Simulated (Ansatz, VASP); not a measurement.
**Ge in VASP and in Ansatz**

```
Ge
1.0
     0.00000    2.88183    2.88183
     2.88183    0.00000    2.88183
     2.88183    2.88183    0.00000
Ge
2
Direct
  0.50000 0.50000 0.50000
  0.75000 0.75000 0.75000
```

Alike in both runs: functional PBE; k mesh 14 × 14 × 14; occupations fermi-dirac, width 0.15 eV; no spin polarisation.

Ansatz relaxed the structure, and its values are those at the end. VASP's run is a single point on that final structure, the one shown.

```csv
,VASP,Ansatz
version,VASP 6.6.1,Ansatz 0.2.0
potentials or method,"VASP PAW PBE potentials, release 64 (Ge_d), cutoff 520 eV","scalar-relativistic, plane waves, PAW"
valence electrons in the cell,28,28
```

|  | VASP | Ansatz | Ansatz less VASP |
| --- | --- | --- | --- |
| gap on the k mesh at the Fermi level (eV) | none | none | - |
| pressure (GPa) | -0.1 | 0.0 | +0.11 |

A gap of «none» marks a metal or a gap that the smearing closes. The functional is the same, so the differences come from potentials, cutoffs and numerics.
